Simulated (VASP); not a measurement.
# Mg3Si2N (P6/mmm) in VASP: further runs

Runs on Mg3Si2N. Level: PBE. Tasks: single point, relaxation of cell and atoms.

Program: VASP 6.6.1. These are calculated values, not measurements. Logs are shortened: lines on timing, memory, paths and dates and some standing lists are left out, and cuts for length are marked.

## 1. The cell of the first run

Symmetry: P6/mmm, No. 191, hexagonal system. Conventional cell: a = 4.936 Å, b = 4.936 Å, c = 5.187 Å, α = 90.00°, β = 90.00°, γ = 120.00°. Mg (site symmetry mmm) has 2 N at 2.47 Å and 4 Mg at 2.47 Å and 4 Si at 3.02 Å within 3.3 Å. Si (site symmetry 6mm) has 1 Si at 1.72 Å and 1 N at 1.74 Å within 2.3 Å. N (site symmetry 6/mmm) has 2 Si at 1.74 Å within 2.3 Å.

The cell was generated, and may not be a known phase.

## 2. Single point, PBE

Input file INCAR:

```
SYSTEM = Mg3Si2N
ALGO = Normal
EDIFF = 1E-6
ENCUT = 520
GGA = PE
ISIF = 2
ISMEAR = 0
LASPH = .TRUE.
LCHARG = .TRUE.
LELF = .TRUE.
LREAL = .FALSE.
LVHAR = .TRUE.
LWAVE = .FALSE.
NBANDS = 18
NELM = 80
PREC = Accurate
SIGMA = 0.1
```

Input file KPOINTS:

```
k-points
0
G
  6 6 4
  0 0 0
```

Input file POSCAR:

```
Mg3Si2N
1.0
    4.9356397200      0.0000000000      0.0000000000
   -2.4678198600      4.2743893900      0.0000000000
    0.0000000000      0.0000000000      5.1870591500
Mg Si N
3 2 1
Direct
    0.5000000000      0.0000000000      0.5000000000
    0.0000000000      0.5000000000      0.5000000000
    0.5000000000      0.5000000000      0.5000000000
    0.0000000000      0.0000000000      0.8345082500
    0.0000000000      0.0000000000      0.1654917500
    0.0000000000      0.0000000000      0.5000000000
```

Potentials or basis: VASP PAW PBE potentials, release 64 (Mg, Si, N).

The run is started by

```console
> cat potpaw_PBE.64/Mg/POTCAR potpaw_PBE.64/Si/POTCAR potpaw_PBE.64/N/POTCAR > POTCAR
> mpirun -np 1 vasp_std > vasp.out
```

OUTCAR:

```text
SYSTEM = Mg3Si2N
   EDIFF = 1E-6
   ENCUT = 520
   GGA = PE
   ISIF = 2
   ISMEAR = 0
   LASPH = .TRUE.
   LREAL = .FALSE.
   NELM = 80
   PREC = Accurate

 ion  position               nearest neighbor table
   1  0.500  0.000  0.500-   6 2.47   6 2.47   2 2.47   3 2.47   3 2.47   2 2.47   4 3.02   5 3.02
                             4 3.02   5 3.02
   2  0.000  0.500  0.500-   3 2.47   3 2.47   6 2.47   6 2.47   1 2.47   1 2.47   5 3.02   5 3.02
                             4 3.02   4 3.02
   3  0.500  0.500  0.500-   2 2.47   2 2.47   6 2.47   1 2.47   1 2.47   6 2.47   4 3.02   4 3.02
                             5 3.02   5 3.02
   4  0.000  0.000  0.835-   5 1.72   6 1.74   1 3.02   1 3.02   3 3.02   2 3.02   2 3.02   3 3.02

   5  0.000  0.000  0.165-   4 1.72   6 1.74   1 3.02   1 3.02   3 3.02   2 3.02   2 3.02   3 3.02

   6  0.000  0.000  0.500-   4 1.74   5 1.74   1 2.47   1 2.47   3 2.47   2 2.47   2 2.47   3 2.47

  LATTYP: Found a hexagonal cell.
 ALAT       =     4.9356397200
 C/A-ratio  =     1.0509395832

  Lattice vectors:

 A1 = (   4.9356397200,   0.0000000000,   0.0000000000)
 A2 = (  -2.4678198600,   4.2743893900,   0.0000000000)
 A3 = (   0.0000000000,   0.0000000000,   5.1870591500)

Analysis of symmetry for initial positions (statically):
=====================================================================
 Subroutine PRICEL returns:
 Original cell was already a primitive cell.

 Routine SETGRP: Setting up the symmetry group for a
 hexagonal supercell.

 Subroutine GETGRP returns: Found 24 space group operations
 (whereof 24 operations were pure point group operations)
 out of a pool of 24 trial point group operations.

The static configuration has the point symmetry D_6h.

Analysis of symmetry for dynamics (positions and initial velocities):
=====================================================================
 Subroutine PRICEL returns:
 Original cell was already a primitive cell.

 Routine SETGRP: Setting up the symmetry group for a
 hexagonal supercell.

 Subroutine GETGRP returns: Found 24 space group operations
 (whereof 24 operations were pure point group operations)
 out of a pool of 24 trial point group operations.

The dynamic configuration has the point symmetry D_6h.

 Subroutine INISYM returns: Found 24 space group operations
 (whereof 24 operations are pure point group operations),
 and found     1 'primitive' translations

----------------------------------------------------------------------------------------

                                     Primitive cell

  volume of cell :     109.4306

  direct lattice vectors                    reciprocal lattice vectors
     4.935639720  0.000000000  0.000000000     0.202607981  0.116975772  0.000000000
    -2.467819860  4.274389390  0.000000000     0.000000000  0.233951545  0.000000000
     0.000000000  0.000000000  5.187059150     0.000000000  0.000000000  0.192787468

  length of vectors
     4.935639720  4.935639727  5.187059150     0.233951545  0.233951545  0.192787468

  position of ions in fractional coordinates (direct lattice)
     0.500000000  0.000000000  0.500000000
     0.000000000  0.500000000  0.500000000
     0.500000000  0.500000000  0.500000000
     0.000000000  0.000000000  0.834508250
     0.000000000  0.000000000  0.165491750
     0.000000000  0.000000000  0.500000000

  ion indices of the primitive-cell ions
   primitive index   ion index
                 1           1
                 2           2
                 3           3
                 4           4
                 5           5
                 6           6

----------------------------------------------------------------------------------------

 KPOINTS: k-points

Automatic generation of k-mesh.
 Grid dimensions read from file:
 generate k-points for:    6    6    4

 Generating k-lattice:

  Cartesian coordinates                     Fractional coordinates (reciprocal lattice)
     0.033767997  0.019495962  0.000000000     0.166666667  0.000000000  0.000000000
     0.000000000  0.038991924  0.000000000     0.000000000  0.166666667  0.000000000
     0.000000000  0.000000000  0.048196867     0.000000000  0.000000000  0.250000000

  Length of vectors
     0.038991924  0.038991924  0.048196867

  Shift w.r.t. Gamma in fractional coordinates (k-lattice)
     0.000000000  0.000000000  0.000000000

 Subroutine IBZKPT returns following result:
 ===========================================

 Found     21 irreducible k-points:

 Following reciprocal coordinates:
            Coordinates               Weight
  0.000000  0.000000  0.000000      1.000000
  0.166667  0.000000  0.000000      6.000000
  0.333333 -0.000000  0.000000      6.000000
  0.500000  0.000000  0.000000      3.000000
  0.166667  0.166667  0.000000      6.000000
  0.333333  0.166667  0.000000     12.000000
[... 13 lines left out ...]
  0.333333  0.166667  0.500000     12.000000
  0.333333  0.333333  0.500000      2.000000
   k-points           NKPTS =     21   k-points in BZ     NKDIM =     21   number of bands    NBANDS=     18
   number of dos      NEDOS =    301   number of ions     NIONS =      6
   total plane-waves  NPLWV =  64000
   dimension x,y,z NGX =    40 NGY =   40 NGZ =   40
   dimension x,y,z NGXF=    80 NGYF=   80 NGZF=   80
   ions per type =               3   2   1
   NGX,Y,Z   is equivalent  to a cutoff of  13.47, 13.47, 12.82 a.u.
   NGXF,Y,Z  is equivalent  to a cutoff of  26.95, 26.95, 25.64 a.u.
 SYSTEM =  Mg3Si2N
   PREC   = accura    normal or accurate (medium, high low for compatibility)
   ISTART =      0    job   : 0-new  1-cont  2-samecut
   ICHARG =      2    charge: 1-file 2-atom 10-const
   ISPIN  =      1    spin polarized calculation?
   LNONCOLLINEAR =      F non collinear calculations
   LSORBIT =      F    spin-orbit coupling
   LASPH  =      T    aspherical Exc in radial PAW
   ENCUT  =  520.0 eV  38.22 Ry    6.18 a.u.   9.18  9.18  9.64*2*pi/ulx,y,z
   NELM   =     80;   NELMIN=  2; NELMDL= -5     # of ELM steps
   EDIFF  = 0.1E-05   stopping-criterion for ELM
   LREAL  =      F    real-space projection
   EDIFFG = 0.1E-04   stopping-criterion for IOM
   NSW    =      0    number of steps for IOM
   IBRION =     -1    ionic relax: 0-MD 1-quasi-New 2-CG
   NFREE  =      0    steps in history (QN), initial steepest desc. (CG)
   ISIF   =      2    stress and relaxation
   ISYM   =      2    0-nonsym 1-usesym 2-fastsym
   POTIM  = 0.5000    time-step for ionic-motion
   TEBEG  =    0.0;   TEEND  =   0.0 temperature during run
   PSTRESS=    0.0 pullay stress
   NELECT =      19.0000    total number of electrons
   NUPDOWN=      -1.0000    fix difference up-down
   EMIN   =  10.00;   EMAX   =-10.00  energy-range for DOS
   EFERMI =   0.00;   METHOD = LEGACY
   ISMEAR =     0;   SIGMA  =   0.10  broadening in eV -4-tet -1-fermi 0-gaus
   EFERMI_NEDOS =   21; number of points for ismear=-14 and -15
   IALGO  =     38    algorithm
   IMIX   =      4    mixing-type and parameters
     AMIX     =   0.40;   BMIX     =  1.00
     AMIX_MAG =   1.60;   BMIX_MAG =  1.00
  volume/ion in A,a.u.               =      18.24       123.08
  Fermi-wavevector in a.u.,A,eV,Ry     =   0.913299  1.725885 11.348832  0.834116
  Thomas-Fermi vector in A             =   2.037795
   LORBIT       =      0    0 simple, 1 ext, 2 COOP (PROOUT), +10 PAW based schemes
   GGA     = PE    functional components
   LHFCALC =     F    Hartree Fock is set to
   AEXX    =    0.0000 exact exchange contribution
   IVDW    =     0    specifies the selected vdW correction
   LEPSILON=     F    determine dielectric tensor
   LRPA    =     F    only Hartree local field effects (RPA)
 non-spin polarized calculation
 Gauss-broadening in eV      SIGMA  =   0.10
  energy-cutoff  :      520.00
  volume of cell :      109.43
 maximum number of plane-waves:      2964
 NGX is ok and might be reduce to    40
   NGX = 19   NGY = 19   NGZ = 19

 number of electron      19.0000001 magnetization

 Free energy of the ion-electron system (eV)
  ---------------------------------------------------
  ext. energy  EPLUGINS =         0.00000000
  ---------------------------------------------------
  free energy    TOTEN  =       -14.85427733 eV

  energy without entropy =      -14.84613771  energy(sigma->0) =      -14.85020752

 E-fermi :   4.0226     XC(G=0):  -8.9352

 val. band max:        3.9930167683   @ k =   0.3333  -0.0000   0.5000
 cond. band min:       4.0890664795   @ k =   0.1667   0.1667   0.5000
 fundamental gap:      0.0960497112
 Fermi energy:         4.0226136942

 k-point     1 :       0.0000    0.0000    0.0000
  band No.  band energies     occupation
      1     -13.4341      2.00000
      2      -5.5878      2.00000
      3      -5.4436      2.00000
      4      -2.1256      2.00000
      5      -2.1256      2.00000
      6      -0.2001      2.00000
[... 10 lines left out ...]
     17      10.0578      0.00000
     18      10.2809      0.00000

 k-point     2 :       0.1667    0.0000    0.0000
  band No.  band energies     occupation
      1     -13.4176      2.00000
      2      -5.5721      2.00000
      3      -5.4056      2.00000
      4      -2.5369      2.00000
      5      -2.1831      2.00000
      6       0.3930      2.00000
[... 10 lines left out ...]
     17       9.6804      0.00000
     18      10.0450      0.00000

 k-point     3 :       0.3333   -0.0000    0.0000
  band No.  band energies     occupation
      1     -13.3842      2.00000
      2      -5.5402      2.00000
      3      -5.3210      2.00000
      4      -3.0869      2.00000
      5      -2.2924      2.00000
      6       1.2674      2.00000
[... 349 lines left out ...]
 k-point    20 :       0.3333    0.1667    0.5000
  band No.  band energies     occupation
      1     -13.2773      2.00000
      2      -7.2837      2.00000
      3      -2.9105      2.00000
      4      -2.5797      2.00000
      5      -2.3182      2.00000
      6       0.5524      2.00000
[... 10 lines left out ...]
     17       9.8115      0.00000
     18      10.4241      0.00000

 k-point    21 :       0.3333    0.3333    0.5000
  band No.  band energies     occupation
      1     -13.2693      2.00000
      2      -7.2687      2.00000
      3      -2.7021      2.00000
      4      -2.7021      2.00000
      5      -2.5741      2.00000
      6       0.8014      2.00000
[... 10 lines left out ...]
     17      10.5383      0.00000
     18      10.5383      0.00000

------------------------ aborting loop because EDIFF is reached ----------------------------------------

  FORCE on cell =-STRESS in cart. coord.  units (eV):
  Direction    XX          YY          ZZ          XY          YZ          ZX
  --------------------------------------------------------------------------------------
  -------------------------------------------------------------------------------------
  Total       14.0898683     14.0898684     28.4730628      0.0000000     -0.0000000      0.0000000
  in kB      206.2902881    206.2902889    416.8751755      0.0000000     -0.0000000      0.0000000
  external PRESSURE =     276.4852508 kB  Pullay stress =       0.0000000 kB

 VOLUME and BASIS-vectors are now :
 -----------------------------------------------------------------------------
  energy-cutoff  :      520.00
  volume of cell :      109.43
      direct lattice vectors                 reciprocal lattice vectors
     4.935639720  0.000000000  0.000000000     0.202607981  0.116975772  0.000000000
    -2.467819860  4.274389390  0.000000000     0.000000000  0.233951545  0.000000000
     0.000000000  0.000000000  5.187059150     0.000000000  0.000000000  0.192787468

 POSITION                                       TOTAL-FORCE (eV/Angst)
 -----------------------------------------------------------------------------------
      2.46782      0.00000      2.59353        -0.000000     -0.000000      0.000000
     -1.23391      2.13719      2.59353        -0.000000     -0.000000      0.000000
      1.23391      2.13719      2.59353        -0.000000     -0.000000      0.000000
      0.00000      0.00000      4.32864         0.000000      0.000000    -15.184292
      0.00000      0.00000      0.85842        -0.000000      0.000000     15.184292
      0.00000      0.00000      2.59353        -0.000000     -0.000000      0.000000
 -----------------------------------------------------------------------------------
    total drift:                                0.000000     -0.000000     -0.000000

  FREE ENERGIE OF THE ION-ELECTRON SYSTEM (eV)
  ---------------------------------------------------
  free  energy   TOTEN  =       -14.8542773312 eV

  energy  without entropy=      -14.8461377123  energy(sigma->0) =      -14.85020752
```

Wall time 58 s (1 thread of Intel Xeon Platinum 8259CL at 2.50GHz (Skylake/Cascade Lake), shared host); peak memory 0.24 GiB.

What came out:

- Free energy: -14.8543 eV
- Pressure: 27.6 GPa
- Largest force: 15.184 eV/Å
- Band gap on the k mesh: zero (an odd number of electrons rules out a gap without spin polarisation)

Forces on the atoms (eV/Å):
```
Mg    0.000   0.000   0.000
Mg    0.000   0.000   0.000
Mg    0.000   0.000   0.000
Si    0.000   0.000 -15.184
Si    0.000   0.000  15.184
N     0.000   0.000   0.000
```

Levels at points of the mesh, in eV from the Fermi level:
```
           k point  band 6  band 7  band 8  band 9  band 10  band 11  band 12  band 13  band 14  band 15
(0.00, 0.00, 0.00)   -4.22   -0.61   -0.61   -0.28     0.22     1.44     1.44     1.65     1.65     3.31
(0.50, 0.00, 0.00)   -2.48   -1.98   -0.88   -0.71    -0.20     1.03     1.13     2.02     4.14     4.68
(0.00, 0.00, 0.50)   -4.60   -2.09   -2.09   -0.38     0.25     0.37     2.34     2.34     4.01     4.01
(0.50, 0.00, 0.50)   -3.62   -2.64   -2.40   -1.03    -0.44     1.06     3.29     3.92     4.41     4.75
```

Caveat: the stress differs along the axes, from 21 to 42 GPa; forces of over 1 eV/Å act on the atoms, so gaps and moduli don't describe the material at rest.

## 3. Single point, PBE

This run uses another cell than the first one, of 29.95 Å³/atom.

Input file INCAR:

```
SYSTEM = Mg3Si2N
ALGO = Normal ; EDIFF = 1E-6
ENCUT = 520 ; GGA = PE
ISIF = 2 ; ISMEAR = 0
LASPH = .TRUE. ; LCHARG = .TRUE.
LELF = .TRUE. ; LREAL = .FALSE.
LVHAR = .TRUE. ; LWAVE = .FALSE.
NBANDS = 18 ; NELM = 80
PREC = Accurate ; SIGMA = 0.1
```

KPOINTS is that of step 2.

Input file POSCAR:

```
Mg3Si2N
1.0
    5.6199839954      0.0000000000      0.0000000000
   -2.8099919977      4.8670489089      0.0000000000
    0.0000000000      0.0000000000      6.5706351901
Mg Si N
3 2 1
Direct
    0.5000000000      0.0000000000      0.5000000000
    0.0000000000      0.5000000000      0.5000000000
    0.5000000000      0.5000000000      0.5000000000
    0.0000000000      0.0000000000      0.7607332829
    0.0000000000      0.0000000000      0.2392667171
    0.0000000000      0.0000000000      0.5000000000
```

Potentials or basis: VASP PAW PBE potentials, release 64 (Mg, Si, N).

The run is started by

```console
> cat potpaw_PBE.64/Mg/POTCAR potpaw_PBE.64/Si/POTCAR potpaw_PBE.64/N/POTCAR > POTCAR
> mpirun -np 1 vasp_std > vasp.out
```

OUTCAR:

```text
SYSTEM = Mg3Si2N
   EDIFF = 1E-6
   ENCUT = 520
   GGA = PE
   ISIF = 2
   ISMEAR = 0
   LASPH = .TRUE.
   LREAL = .FALSE.
   NELM = 80
   PREC = Accurate

 ion  position               nearest neighbor table
   1  0.500  0.000  0.500-   2 2.81   3 2.81   3 2.81   2 2.81   4 3.29   4 3.29   5 3.29   5 3.29

   2  0.000  0.500  0.500-   3 2.81   3 2.81   1 2.81   1 2.81   4 3.29   5 3.29   4 3.29   5 3.29

   3  0.500  0.500  0.500-   2 2.81   2 2.81   1 2.81   1 2.81   4 3.29   5 3.29   4 3.29   5 3.29

   4  0.000  0.000  0.761-   6 1.71   5 3.14   1 3.29   1 3.29   3 3.29   2 3.29   2 3.29   3 3.29

[... 647 lines left out ...]
  Total       -0.0901522     -0.0901522      0.0226676      0.0000000     -0.0000000      0.0000000
  in kB       -0.8036721     -0.8036721      0.2020728      0.0000000     -0.0000000      0.0000000
  external PRESSURE =      -0.4684238 kB  Pullay stress =       0.0000000 kB

 VOLUME and BASIS-vectors are now :
 -----------------------------------------------------------------------------
  energy-cutoff  :      520.00
  volume of cell :      179.72
      direct lattice vectors                 reciprocal lattice vectors
     5.619983995  0.000000000  0.000000000     0.177936450  0.102731657  0.000000000
    -2.809991998  4.867048909  0.000000000     0.000000000  0.205463314  0.000000000
     0.000000000  0.000000000  6.570635190     0.000000000  0.000000000  0.152192288

 POSITION                                       TOTAL-FORCE (eV/Angst)
 -----------------------------------------------------------------------------------
      2.80999      0.00000      3.28532         0.000000     -0.000000      0.000000
     -1.40500      2.43352      3.28532         0.000000     -0.000000      0.000000
      1.40500      2.43352      3.28532         0.000000     -0.000000      0.000000
      0.00000      0.00000      4.99850        -0.000000      0.000000     -0.009198
      0.00000      0.00000      1.57213        -0.000000     -0.000000      0.009198
      0.00000      0.00000      3.28532         0.000000     -0.000000      0.000000
 -----------------------------------------------------------------------------------
    total drift:                                0.000000      0.000000      0.000000

  FREE ENERGIE OF THE ION-ELECTRON SYSTEM (eV)
  ---------------------------------------------------
  free  energy   TOTEN  =       -20.1545615379 eV

  energy  without entropy=      -20.1390880802  energy(sigma->0) =      -20.14682481
```

Wall time 93 s (1 thread of Intel Xeon Platinum 8259CL at 2.50GHz (Skylake/Cascade Lake), shared host); peak memory 0.31 GiB.

What came out:

* Free energy: -20.1546 eV
* Pressure: 0.0 GPa
* Largest force: 0.009 eV/Å
* Band gap on the k mesh: zero (an odd number of electrons rules out a gap without spin polarisation)

Forces in eV/Å, atoms in the order of the input:
```
Mg   0.000  0.000  0.000
Mg   0.000  0.000  0.000
Mg   0.000  0.000  0.000
Si   0.000  0.000 -0.009
Si   0.000  0.000  0.009
N    0.000  0.000  0.000
```

Stress tensor (GPa, compression positive):
```
-0.08  0.00  0.00
 0.00 -0.08  0.00
 0.00  0.00  0.02
```

Levels at points of the mesh, in eV from the Fermi level:
```csv
k point,band 8,band 9,band 10,band 11,band 12,band 13
"(0.00, 0.00, 0.00)",0.06,0.64,0.64,1.35,1.35,1.64
"(0.50, 0.00, 0.00)",-1.38,-0.73,0.36,1.14,1.32,1.54
"(0.00, 0.00, 0.50)",-0.01,-0.01,0.09,0.90,1.45,1.45
"(0.50, 0.00, 0.50)",-1.37,-1.32,-0.29,1.82,2.04,2.30
```

[end of part 1 of 2]

The gap in the log of VASP goes by the Fermi energy; the results here count the filled bands.